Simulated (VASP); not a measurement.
AlB3P4:

```
B Al P
1.0
     3.35765    0.00000    0.00000
     0.00000    3.40943    4.85665
     0.00000   -3.40943    4.85665
B Al P
3 1 4
Cartesian
  0.0000 0.0000 -0.0270
  1.6788 -1.7339 2.4366
  1.6788 1.7339 2.4366
  0.0000 0.0000 4.8405
  1.6788 0.0000 1.1995
  0.0000 -1.8348 3.5563
  0.0000 1.8348 3.5563
  1.6788 0.0000 6.2845
```

Base run:

* Program: VASP 6.6.1
* Functional: r2SCAN
* Potentials or basis: VASP PAW PBE potentials, release 64 (B, Al, P)
* Cutoff: 520 eV
* k mesh: 8 × 6 × 6
* Occupations: gaussian, width 0.01 eV
* Spin: no spin polarisation

Its results: band gap on the k mesh 0.74 eV, indirect (least direct gap 0.87 eV); pressure -0.4 GPa; largest force 0.022 eV/Å.

Task: The run is repeated on the same cell with these changes: functional from r2SCAN to PBE; occupations from gaussian, width 0.01 eV to fermi-dirac, width 0.02 eV. What comes out?

Result: Band gap on the k mesh 0.49 eV, indirect (least direct gap 0.62 eV); pressure 1.0 GPa; largest force 0.182 eV/Å.

Caveats: the PAW data sets were made with another functional, which shifts forces and pressure a little (some runs).

A k mesh can miss the band edges.
